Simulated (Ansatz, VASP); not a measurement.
**One calculation of GaP, two programs**

The input POSCAR:

```
GaP
1.0
    0.0000000000      2.8071612660      2.8071612660
    2.8071612660      0.0000000000      2.8071612660
    2.8071612660      2.8071612660      0.0000000000
Ga P
1 1
Direct
    0.0000000000      0.0000000000      0.0000000000
    0.2500000000      0.2500000000      0.2500000000
```

INCAR.step1

```
ALGO = Normal ; EDIFF = 1E-5
ENCUT = 520 ; GGA = PE
ISIF = 2 ; ISMEAR = 0
LASPH = T ; LCHARG = F
LREAL = F ; LWAVE = T
NBANDS = 16 ; NELM = 80
PREC = Accurate ; SIGMA = 0.01
```

Contents of INCAR.step2:

```
ALGO = Normal ; EDIFF = 1E-6
ENCUT = 520 ; GGA = PE
HFSCREEN = 0.2079 ; ISIF = 2
ISMEAR = 0 ; ISTART = 1
LASPH = T ; LCHARG = F
LHFCALC = T ; LREAL = F
LWAVE = F ; NBANDS = 16
NELM = 80 ; PREC = Accurate
PRECFOCK = Normal ; SIGMA = 0.01
```

The input KPOINTS:

```
k-points
0
Gamma
  6 6 6
```

Input for Ansatz:

```yaml
crystal:
  lattice:
    - [0.0, 2.807161266, 2.807161266]
    - [2.807161266, 0.0, 2.807161266]
    - [2.807161266, 2.807161266, 0.0]
  atoms:
    - { symbol: Ga, position: [0.0, 0.0, 0.0] }
    - { symbol: P, position: [0.25, 0.25, 0.25] }
kpoints:
  mp_grid: { grid: [6, 6, 6] }
  band_path:
    path:
      - [0.0, 0.0, 0.0]
      - [-0.5, -0.5, 0.0]
      - [-0.375, -0.375, 0.25]
      - [-0.375, 0.0, 0.375]
      - [0.0, 0.0, 0.5]
      - [-0.5, -0.25, 0.25]
    npoints: 1
hamiltonian:
  xc: hse06
scf:
  occupations: { method: fixed }
  n_extra_bands: 4
output:
  forces: true
  stress: true
  eigenvalues: true
```

Change from the starting cell: hydrostatic strain +3.0%.

Alike in both runs: task single point; functional HSE06; k mesh 6 × 6 × 6; no spin polarisation.

|  | VASP | Ansatz |
| --- | --- | --- |
| version | VASP 6.6.1 | Ansatz 0.2.0 |
| potentials or method | VASP PAW PBE potentials, release 64 (Ga_d, P) | plane waves, PAW |
| plane-wave cutoff (eV) | 520 | 420 |
| occupations | gaussian, width 0.01 eV | fixed |
| valence electrons in the cell | 18 | 18 |

Ansatz gave:

| Property | Result |
| --- | --- |
| gap on the k mesh at the Fermi level (eV) | 2.01 |
| pressure (GPa) | -5.9 |

Problem. Which values does VASP return?

Solution. gap on the k mesh at the Fermi level (eV): 2.00; pressure (GPa): -6.0.

Ansatz's warnings: stress exchange threshold loose, stress scf threshold loose.
